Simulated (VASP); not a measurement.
# LiBe16 (a cell with a defect): single point with PBE

LiBe16 (a cell with a defect):

```xyz
17
Lattice="-2.2900 -3.9664 0.0000 3.4350 -1.9832 0.0000 0.0000 0.0000 7.1769" Properties=species:S:1:pos:R:3 pbc="T T T"
Be   -0.0268   -3.9515   -0.0726
Be   -0.0144   -2.6508    1.6834
Be   -0.0563   -3.9622    3.4124
Be    0.2166   -2.8165    5.1639
Be   -1.1815   -2.0208    0.1316
Be    2.2746   -2.6436    1.7589
Be   -1.2296   -1.9338    3.6621
Be    2.8447   -3.1643    5.6054
Be    1.0359   -1.9321   -0.1805
Be    1.1192   -0.6423    1.6413
Be    0.9890   -1.9450    3.3087
Be    0.9996   -0.1724    5.3085
Be   -0.0852    0.0799   -0.0168
Be    1.1282   -4.6021    1.7697
Be    0.0164   -0.0061    3.4280
Be    1.3000   -4.3965    5.5182
Li    2.0933   -1.6062    4.9909
```

```yaml
Program: VASP 6.6.1
Task: single point
Functional: PBE
Potentials_or_basis: VASP PAW PBE potentials, release 64 (Be, Li_sv)
Cutoff: 520 eV
k_mesh: 5 × 5 × 3
Occupations: fermi-dirac, width 0.05 eV
Spin: no spin polarisation
```

| Item | Value |
| --- | --- |
| Largest force | 0.364 eV/Å |
| Band gap on the k mesh | zero (an odd number of electrons rules out a gap without spin polarisation) |

Forces in eV/Å, atoms in the order of the input:
```
Be  -0.015 -0.022 -0.002
Be  -0.005 -0.013  0.027
Be   0.040 -0.121  0.060
Be   0.056 -0.078 -0.036
Be  -0.027 -0.014  0.006
Be  -0.012  0.027 -0.025
Be   0.039  0.007 -0.031
Be   0.265 -0.189  0.004
Be  -0.050  0.014 -0.040
Be  -0.043  0.037 -0.020
Be   0.013  0.082  0.029
Be   0.032  0.190 -0.094
Be  -0.029  0.024 -0.047
Be  -0.032  0.026 -0.042
Be  -0.098  0.117 -0.015
Be  -0.015  0.083 -0.073
Li  -0.120 -0.169  0.299
```

Levels at points of the mesh, in eV from the Fermi level:
```tsv
k point	band 13	band 14	band 15	band 16	band 17	band 18	band 19	band 20	band 21	band 22
(0.00, 0.00, 0.00)	-3.56	-3.52	-3.23	-0.80	-0.30	0.24	0.65	0.81	1.53	1.71
```

It took 6.2 min on 1 thread of Oxide Virtual Turin-like Processor, on a shared host, peak memory 0.24 GiB.
